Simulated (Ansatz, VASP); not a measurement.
**MgCd2O3 in VASP and in Ansatz**

```xyz
6
Lattice="5.8050 0.0000 0.0000 -2.9025 5.0273 0.0000 0.0000 0.0000 3.1000" Properties=species:S:1:pos:R:3 pbc="T T T"
Mg    0.0000    0.0000    0.0000
Cd    2.9025    1.6758    0.0000
Cd    0.0000    3.3515    0.0000
O     2.9025    0.0000    1.5500
O     1.4513    2.5136    1.5500
O    -1.4513    2.5136    1.5500
```

Change from the starting cell: species swapped into the PrAl3Ni2 type (P6/mmm, No. 191).

Alike in both runs: task relaxation of cell and atoms; functional PBE; k mesh 3 × 3 × 6; occupations gaussian, width 0.1 eV; no spin polarisation.

|  | VASP | Ansatz |
| --- | --- | --- |
| version | VASP 6.6.1 | Ansatz 0.2.0 |
| potentials or method | VASP PAW PBE potentials, release 64 (Mg, Cd, O), cutoff 600 eV | scalar-relativistic, plane waves, PAW |
| valence electrons in the cell | 44 | 68 |

```tsv
	VASP	Ansatz	Ansatz less VASP
gap on the k mesh at the Fermi level, each at its own relaxed structure (eV)	none	none	-
relaxed volume (Å³/atom)	15.29	15.18	-0.109
relaxed cell length with the largest relative difference (Å)	3.115	3.093	-0.0216
```

A gap of «none» marks a metal or a gap that the smearing closes. VASP's potentials hold 44 valence electrons a cell and Ansatz's 68, so a difference there can come from the potentials and not from the codes.

The k mesh is coarse, so the values compare programs but aren't converged.
